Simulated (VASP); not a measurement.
# Ge (Fddd) in VASP: a series of runs

Runs on Ge. Level: r2SCAN. Tasks: single point.

Everything below comes from runs of VASP 6.6.1. Logs are shortened: lines on timing, memory, paths and dates and some standing lists are left out, and cuts for length are marked.

## 1. The cell of the first run

It takes space group Fddd (No. 70, orthorhombic). The conventional cell has a = 5.375 Å, b = 5.658 Å, c = 5.940 Å, α = 90.00°, β = 90.00°, γ = 90.00°. Ge (site symmetry 222) has 4 Ge at 2.45 Å within 3.2 Å.

## 2. Single point, r2SCAN (strain -0.0500 x Voigt [1, -1, 0, 0, 0, 0])

Input file POSCAR:

```
Ge
1.0
    0.0000000000      2.9702085000      2.8287700000
    2.6873315000      0.0000000000      2.8287700000
    2.6873315000      2.9702085000      0.0000000000
Ge
2
Direct
    0.5000000000      0.5000000000      0.5000000000
    0.7500000000      0.7500000000      0.7500000000
```

Input file INCAR.step1:

```
PREC     = Accurate       # precision mode
ENCUT    = 520            # plane-wave cutoff, eV
ISMEAR   = 0              # smearing method
SIGMA    = 0.05           # smearing width, eV
LREAL    = False          # projectors in reciprocal space
LASPH    = True           # aspherical terms in the spheres
NELM     = 60             # most SCF steps
NBANDS   = 21             # bands
GGA      = PE             # functional
ALGO     = Normal         # electronic algorithm
EDIFF    = 1E-4           # SCF threshold, eV
LWAVE    = True           # write WAVECAR
LCHARG   = False          # write CHGCAR
```

Input file INCAR.step2:

```
PREC     = Accurate       # precision mode
ENCUT    = 520            # plane-wave cutoff, eV
EDIFF    = 1E-6           # SCF threshold, eV
ISMEAR   = 0              # smearing method
SIGMA    = 0.05           # smearing width, eV
LREAL    = False          # projectors in reciprocal space
LASPH    = True           # aspherical terms in the spheres
NELM     = 60             # most SCF steps
ALGO     = Normal         # electronic algorithm
ISIF     = 2              # what is computed and relaxed
LWAVE    = False          # write WAVECAR
LCHARG   = False          # write CHGCAR
METAGGA  = R2SCAN         # meta-GGA
LMIXTAU  = True         
NBANDS   = 21             # bands
ISTART   = 1
```

Input file KPOINTS:

```
regular mesh
0
Gamma
  10 10 10
```

Potentials or basis: VASP PAW PBE potentials, release 64 (Ge_d).

On the command line:

```bash
$ cat potpaw_PBE.64/Ge_d/POTCAR > POTCAR
$ cp INCAR.step1 INCAR
$ mpirun -np 1 vasp_std > vasp.out
$ cp INCAR.step2 INCAR
$ mpirun -np 1 vasp_std > vasp.out
```

OUTCAR:

```text
PREC = Accurate
   ENCUT = 520
   EDIFF = 1E-6
   ISMEAR = 0
   LREAL = False
   LASPH = True
   NELM = 60
   ISIF = 2
   METAGGA = R2SCAN
   ISTART = 1

 ion  position               nearest neighbor table
   1  0.500  0.500  0.500-   2 2.45   2 2.45   2 2.45   2 2.45
   2  0.750  0.750  0.750-   1 2.45   1 2.45   1 2.45   1 2.45

  LATTYP: Found a face centered orthorhombic cell.
 ALAT       =     5.3746630000
 B/A-ratio  =     1.0526315789
 C/A-ratio  =     1.1052631579

  Lattice vectors:

 A1 = (   0.0000000000,   2.9702085000,  -2.8287700000)
 A2 = (   2.6873315000,   2.9702085000,   0.0000000000)
 A3 = (   2.6873315000,   0.0000000000,  -2.8287700000)

Analysis of symmetry for initial positions (statically):
=====================================================================
 Subroutine PRICEL returns:
 Original cell was already a primitive cell.

 Routine SETGRP: Setting up the symmetry group for a
 face centered orthorhombic supercell.

 Subroutine GETGRP returns: Found  8 space group operations
 (whereof  4 operations were pure point group operations)
 out of a pool of  8 trial point group operations.

The static configuration has the point symmetry D_2 .
 The point group associated with its full space group is D_2h.

Analysis of symmetry for dynamics (positions and initial velocities):
=====================================================================
 Subroutine PRICEL returns:
 Original cell was already a primitive cell.

 Routine SETGRP: Setting up the symmetry group for a
 face centered orthorhombic supercell.

 Subroutine GETGRP returns: Found  8 space group operations
 (whereof  4 operations were pure point group operations)
 out of a pool of  8 trial point group operations.

The dynamic configuration has the point symmetry D_2 .
 The point group associated with its full space group is D_2h.

 Subroutine INISYM returns: Found  8 space group operations
 (whereof  4 operations are pure point group operations),
 and found     1 'primitive' translations

----------------------------------------------------------------------------------------

                                     Primitive cell

  volume of cell :      45.1581

  direct lattice vectors                    reciprocal lattice vectors
     0.000000000  2.970208500  2.828770000    -0.186058177  0.168338351  0.176755268
     2.687331500  0.000000000  2.828770000     0.186058177 -0.168338351  0.176755268
     2.687331500  2.970208500  0.000000000     0.186058177  0.168338351 -0.176755268

  length of vectors
     4.101716500  3.901754772  4.005482383     0.306916716  0.306916716  0.306916716

  position of ions in fractional coordinates (direct lattice)
     0.500000000  0.500000000  0.500000000
     0.750000000  0.750000000  0.750000000

  ion indices of the primitive-cell ions
   primitive index   ion index
                 1           1
                 2           2

----------------------------------------------------------------------------------------

 KPOINTS: regular mesh

Automatic generation of k-mesh.
 Grid dimensions read from file:
 generate k-points for:   10   10   10

 Generating k-lattice:

  Cartesian coordinates                     Fractional coordinates (reciprocal lattice)
    -0.018605818  0.016833835  0.017675527     0.100000000 -0.000000000  0.000000000
     0.018605818 -0.016833835  0.017675527    -0.000000000  0.100000000 -0.000000000
     0.018605818  0.016833835 -0.017675527     0.000000000  0.000000000  0.100000000

  Length of vectors
     0.030691672  0.030691672  0.030691672

  Shift w.r.t. Gamma in fractional coordinates (k-lattice)
     0.000000000  0.000000000  0.000000000

 Subroutine IBZKPT returns following result:
 ===========================================

 Found    171 irreducible k-points:

 Following reciprocal coordinates:
            Coordinates               Weight
  0.000000  0.000000  0.000000      1.000000
  0.100000  0.000000  0.000000      8.000000
  0.200000  0.000000  0.000000      8.000000
  0.300000 -0.000000 -0.000000      8.000000
  0.400000  0.000000 -0.000000      8.000000
  0.500000 -0.000000 -0.000000      4.000000
[... 16 lines left out ...]
  0.300000  0.300000  0.000000      2.000000
  0.400000  0.300000 -0.000000      8.000000
 [... further k-points ...]
   k-points           NKPTS =    171   k-points in BZ     NKDIM =    171   number of bands    NBANDS=     21
   number of dos      NEDOS =    301   number of ions     NIONS =      2
   total plane-waves  NPLWV =  28800
   dimension x,y,z NGX =    32 NGY =   30 NGZ =   30
   dimension x,y,z NGXF=    64 NGYF=   60 NGZF=   60
   ions per type =               2
   NGX,Y,Z   is equivalent  to a cutoff of  12.97, 12.78, 12.45 a.u.
   NGXF,Y,Z  is equivalent  to a cutoff of  25.94, 25.56, 24.90 a.u.
 SYSTEM =  unknown system
   PREC   = accura    normal or accurate (medium, high low for compatibility)
   ISTART =      1    job   : 0-new  1-cont  2-samecut
   ICHARG =      0    charge: 1-file 2-atom 10-const
   ISPIN  =      1    spin polarized calculation?
   LNONCOLLINEAR =      F non collinear calculations
   LSORBIT =      F    spin-orbit coupling
   LASPH  =      T    aspherical Exc in radial PAW
   ENCUT  =  520.0 eV  38.22 Ry    6.18 a.u.   7.63  7.25  7.45*2*pi/ulx,y,z
   NELM   =     60;   NELMIN=  2; NELMDL=  0     # of ELM steps
   EDIFF  = 0.1E-05   stopping-criterion for ELM
   LREAL  =      F    real-space projection
   EDIFFG = 0.1E-04   stopping-criterion for IOM
   NSW    =      0    number of steps for IOM
   IBRION =     -1    ionic relax: 0-MD 1-quasi-New 2-CG
   NFREE  =      0    steps in history (QN), initial steepest desc. (CG)
   ISIF   =      2    stress and relaxation
   ISYM   =      2    0-nonsym 1-usesym 2-fastsym
   POTIM  = 0.5000    time-step for ionic-motion
   TEBEG  =    0.0;   TEEND  =   0.0 temperature during run
   PSTRESS=    0.0 pullay stress
   NELECT =      28.0000    total number of electrons
   NUPDOWN=      -1.0000    fix difference up-down
   EMIN   =  10.00;   EMAX   =-10.00  energy-range for DOS
   EFERMI =   0.00;   METHOD = LEGACY
   ISMEAR =     0;   SIGMA  =   0.05  broadening in eV -4-tet -1-fermi 0-gaus
   EFERMI_NEDOS =   21; number of points for ismear=-14 and -15
   IALGO  =     38    algorithm
   IMIX   =      4    mixing-type and parameters
     AMIX     =   0.40;   BMIX     =  1.00
     AMIX_MAG =   1.60;   BMIX_MAG =  1.00
  volume/ion in A,a.u.               =      22.58       152.37
  Fermi-wavevector in a.u.,A,eV,Ry     =   1.395990  2.638038 26.514863  1.948787
  Thomas-Fermi vector in A             =   2.519388
   LORBIT       =      0    0 simple, 1 ext, 2 COOP (PROOUT), +10 PAW based schemes
   METAGGA = R2SCAN    functional components
   LHFCALC =     F    Hartree Fock is set to
   AEXX    =    0.0000 exact exchange contribution
   IVDW    =     0    specifies the selected vdW correction
   LEPSILON=     F    determine dielectric tensor
   LRPA    =     F    only Hartree local field effects (RPA)
 non-spin polarized calculation
 Gauss-broadening in eV      SIGMA  =   0.05
  energy-cutoff  :      520.00
  volume of cell :       45.16
 maximum number of plane-waves:      1233
   NGX = 15   NGY = 15   NGZ = 15

 number of electron      28.0000007 magnetization

 Free energy of the ion-electron system (eV)
  ---------------------------------------------------
  ext. energy  EPLUGINS =         0.00000000
  ---------------------------------------------------
  free energy    TOTEN  =       -27.68302453 eV

  energy without entropy =      -27.68292596  energy(sigma->0) =      -27.68297524

 E-fermi :   5.0884     XC(G=0): -10.8397

 val. band max:        4.8702394723   @ k =   0.0000   0.0000   0.0000
 cond. band min:       5.1062455359   @ k =   0.0000   0.4000   0.4000
 fundamental gap:      0.2360060636
 Fermi energy:         5.0883889274

 k-point     1 :       0.0000    0.0000    0.0000
  band No.  band energies     occupation
      1     -20.6814      2.00000
      2     -20.6664      2.00000
      3     -20.6549      2.00000
      4     -20.6330      2.00000
      5     -20.6234      2.00000
      6     -20.4339      2.00000
[... 13 lines left out ...]
     20      13.8267      0.00000
     21      15.2084      0.00000

 k-point     2 :       0.1000    0.0000    0.0000
  band No.  band energies     occupation
      1     -20.6840      2.00000
      2     -20.6696      2.00000
      3     -20.6608      2.00000
      4     -20.6228      2.00000
      5     -20.6154      2.00000
      6     -20.4377      2.00000
[... 13 lines left out ...]
     20      13.3455      0.00000
     21      14.5484      0.00000

 k-point     3 :       0.2000    0.0000    0.0000
  band No.  band energies     occupation
      1     -20.6919      2.00000
      2     -20.6746      2.00000
      3     -20.6632      2.00000
      4     -20.6065      2.00000
      5     -20.6009      2.00000
      6     -20.4467      2.00000
[... 13 lines left out ...]
     20      13.5351      0.00000
     21      14.1407      0.00000

 k-point     4 :       0.3000   -0.0000   -0.0000
  band No.  band energies     occupation
      1     -20.6995      2.00000
      2     -20.6782      2.00000
      3     -20.6597      2.00000
      4     -20.5936      2.00000
      5     -20.5887      2.00000
      6     -20.4557      2.00000
[... 13 lines left out ...]
     20      14.0456      0.00000
     21      14.3581      0.00000

 k-point     5 :       0.4000    0.0000   -0.0000
  band No.  band energies     occupation
      1     -20.7040      2.00000
      2     -20.6793      2.00000
      3     -20.6560      2.00000
      4     -20.5869      2.00000
      5     -20.5818      2.00000
      6     -20.4609      2.00000
[... 13 lines left out ...]
     20      15.2207      0.00000
     21      15.7933      0.00000
[... 382 lines left out ...]
     20      14.8562      0.00000
     21      16.9401      0.00000

 k-point    22 :      -0.2000    0.2000    0.0000
  band No.  band energies     occupation
      1     -20.6985      2.00000
      2     -20.6967      2.00000
      3     -20.6447      2.00000
      4     -20.5948      2.00000
      5     -20.5653      2.00000
      6     -20.4822      2.00000
[... 13 lines left out ...]
     20      15.4218      0.00000
     21      15.8949      0.00000

 k-point    23 :       0.3000    0.3000    0.0000
  band No.  band energies     occupation
      1     -20.7000      2.00000
      2     -20.6826      2.00000
      3     -20.6705      2.00000
      4     -20.5786      2.00000
      5     -20.5320      2.00000
      6     -20.5313      2.00000
[... 13 lines left out ...]
     20      16.3535      0.00000
     21      16.7375      0.00000

 k-point    24 :       0.4000    0.3000   -0.0000
  band No.  band energies     occupation
      1     -20.7067      2.00000
      2     -20.6913      2.00000
      3     -20.6543      2.00000
      4     -20.5620      2.00000
      5     -20.5494      2.00000
      6     -20.5144      2.00000
[... 13 lines left out ...]
     20      16.8415      0.00000
     21      17.4906      0.00000

 [... further k-points ...]

------------------------ aborting loop because EDIFF is reached ----------------------------------------

  FORCE on cell =-STRESS in cart. coord.  units (eV):
  Direction    XX          YY          ZZ          XY          YZ          ZX
  --------------------------------------------------------------------------------------
  -------------------------------------------------------------------------------------
  Total        1.2905823     -0.9975725      0.4297210      0.0000000      0.0000000      0.0000000
  in kB       45.7889294    -35.3931522     15.2461890      0.0000000      0.0000000      0.0000000
  external PRESSURE =       8.5473221 kB  Pullay stress =       0.0000000 kB

 VOLUME and BASIS-vectors are now :
 -----------------------------------------------------------------------------
  energy-cutoff  :      520.00
  volume of cell :       45.16
      direct lattice vectors                 reciprocal lattice vectors
     0.000000000  2.970208500  2.828770000    -0.186058177  0.168338351  0.176755268
     2.687331500  0.000000000  2.828770000     0.186058177 -0.168338351  0.176755268
     2.687331500  2.970208500  0.000000000     0.186058177  0.168338351 -0.176755268

 POSITION                                       TOTAL-FORCE (eV/Angst)
 -----------------------------------------------------------------------------------
      2.68733      2.97021      2.82877         0.000000     -0.000000      0.000000
      4.03100      4.45531      4.24315        -0.000000      0.000000      0.000000
 -----------------------------------------------------------------------------------
    total drift:                               -0.000000     -0.000000      0.000000

  FREE ENERGIE OF THE ION-ELECTRON SYSTEM (eV)
  ---------------------------------------------------
  free  energy   TOTEN  =       -27.6830245273 eV

  energy  without entropy=      -27.6829259606  energy(sigma->0) =      -27.68297524
```

It took 3.6 min on 1 thread of Intel Xeon Platinum 8488C (Sapphire Rapids), shared host; peak memory 0.26 GiB.

Results:

| Quantity | Value |
| --- | --- |
| Free energy | -27.6830 eV |
| Pressure | 0.9 GPa |
| Band gap on the k mesh | zero (bands 14 and 15 overlap by 0.08 eV) |

Levels at points of the mesh, in eV from the Fermi level:
```csv
k point,band 10,band 11,band 12,band 13,band 14,band 15,band 16,band 17,band 18,band 19
"(0.00, 0.00, 0.00)",-25.47,-13.57,-0.69,-0.22,0.10,0.14,2.22,2.51,2.76,6.84
"(0.50, 0.00, 0.00)",-25.44,-11.36,-8.13,-2.14,-1.33,0.05,3.56,4.10,7.50,10.53
"(0.50, 0.50, 0.00)",-25.44,-9.47,-9.47,-3.45,-3.45,0.73,0.73,9.32,9.32,11.37
"(0.50, 0.00, 0.50)",-25.43,-9.73,-9.73,-3.10,-3.10,1.17,1.17,9.64,9.64,11.67
"(0.00, 0.50, 0.50)",-25.46,-9.22,-9.22,-3.83,-3.83,0.30,0.30,9.73,9.73,11.95
```

Caveat: the cell differs from its parent crystal (strain -0.0500 x Voigt [1, -1, 0, 0, 0, 0]); semilocal functionals underestimate gaps, so a narrow gap can read as zero; the PAW data sets were made with another functional, which shifts forces and pressure a little.

(Part 1 of 2 ends here.)
